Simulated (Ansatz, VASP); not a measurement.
WS2: VASP beside Ansatz

POSCAR

```
WS2
1.0
    0.0000000000      3.8549301499      3.8549301499
    3.8549301499      0.0000000000      3.8549301499
    3.8549301499      3.8549301499      0.0000000000
W S
2 4
Direct
    0.0000000000      0.0000000000      0.0000000000
    0.2500000000      0.2500000000      0.2500000000
    0.6250000000      0.6250000000      0.6250000000
    0.1250000000      0.6250000000      0.6250000000
    0.6250000000      0.6250000000      0.1250000000
    0.6250000000      0.1250000000      0.6250000000
```

Contents of INCAR.step1:

```
SYSTEM = WS2
PREC = Accurate ; ENCUT = 600
ISMEAR = 0 ; SIGMA = 0.1
LREAL = .False. ; LASPH = .True.
NELM = 60 ; GGA = PE
ALGO = Normal ; EDIFF = 1E-4
LWAVE = .True. ; LCHARG = .False.
```

File INCAR.step2:

```
SYSTEM = WS2
PREC = Accurate ; ENCUT = 600
EDIFF = 1E-6 ; ISMEAR = 0
SIGMA = 0.1 ; LREAL = .False.
LASPH = .True. ; NELM = 60
ALGO = Normal ; ISIF = 3
LWAVE = .False. ; LCHARG = .False.
METAGGA = R2SCAN ; LMIXTAU = .True.
IBRION = 2 ; NSW = 90
EDIFFG = -0.04 ; ISTART = 1
```

KPOINTS

```
Automatic mesh
0
Gamma
  4 4 4
  0 0 0
```

Input for Ansatz:

```yaml
crystal:
  lattice:
    - [0.0, 3.8549301499, 3.8549301499]
    - [3.8549301499, 0.0, 3.8549301499]
    - [3.8549301499, 3.8549301499, 0.0]
  atoms:
    - { symbol: W, position: [0.0, 0.0, 0.0] }
    - { symbol: W, position: [0.25, 0.25, 0.25] }
    - { symbol: S, position: [0.625, 0.625, 0.625] }
    - { symbol: S, position: [0.125, 0.625, 0.625] }
    - { symbol: S, position: [0.625, 0.625, 0.125] }
    - { symbol: S, position: [0.625, 0.125, 0.625] }
basis:
  ecutwfc: 500
kpoints:
  mp_grid: { grid: [4, 4, 4] }
hamiltonian:
  xc: r2scan
scf:
  occupations: { method: gaussian, width: 0.1 }
  lower_state_search: "off"
output:
  forces: true
  stress: true
  eigenvalues: true
relax:
  adjacent_minimum: "off"
  f_tol: 0.04
  max_steps: 70
  cell: { stress_tol: 0.4 }
```

Alike in both runs: task relaxation of cell and atoms; functional r2SCAN; k mesh 4 × 4 × 4; occupations gaussian, width 0.1 eV; no spin polarisation.

|  | VASP | Ansatz |
| --- | --- | --- |
| version | VASP 6.6.1 | Ansatz 0.2.0 |
| potentials or method | VASP PAW PBE potentials, release 64 (W_sv, S), cutoff 600 eV | scalar-relativistic, plane waves, PAW |
| valence electrons in the cell | 52 | 52 |

```csv
,VASP,Ansatz,Ansatz less VASP
"gap on the k mesh at the Fermi level, each at its own relaxed structure (eV)",none,none,-
relaxed volume (Å³/atom),14.65,14.62,-0.027
relaxed cell length with the largest relative difference (Å),4.991,4.988,-0.0030
```

VASP's potentials were made for PBE, not for r2SCAN. A gap of «none» marks a metal or a gap that the smearing closes.

Neither program's run includes spin-orbit coupling. Noted on VASP's run: the volume moved by over 15 % at a fixed basis, so the end points are rough.
